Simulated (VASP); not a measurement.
Crystal: ZnAu.

```
CELL_PARAMETERS angstrom
3.12588 0.00000 0.00000
0.00000 3.12588 0.00000
0.00000 0.00000 3.12588
ATOMIC_POSITIONS crystal
Au 0.00000 0.00000 0.00000
Zn 0.50000 0.50000 0.50000
```

This cell differs from its parent crystal: volume scaled by 0.98.

Base run:

| Property | Result |
| --- | --- |
| Program | VASP 6.6.1 |
| Functional | PBE |
| Potentials or basis | VASP PAW PBE potentials, release 64 (Au, Zn) |
| Cutoff | 520 eV |
| k mesh | 8 × 8 × 8 |
| Occupations | fermi-dirac, width 0.05 eV |
| Spin | no spin polarisation |

Its results: pressure 8.3 GPa.

**Question.** The run is repeated on the same cell with these changes: functional from PBE to PBEsol; further incar settings from ALGO = Normal; EDIFF = 1e-06; NBANDS = 18 to ALGO = Fast; EDIFF = 1e-07; NBANDS = 18. What comes out?

**Answer.** Pressure 0.8 GPa.

Caveats: the PAW data sets were made with another functional, which shifts forces and pressure a little (some runs).
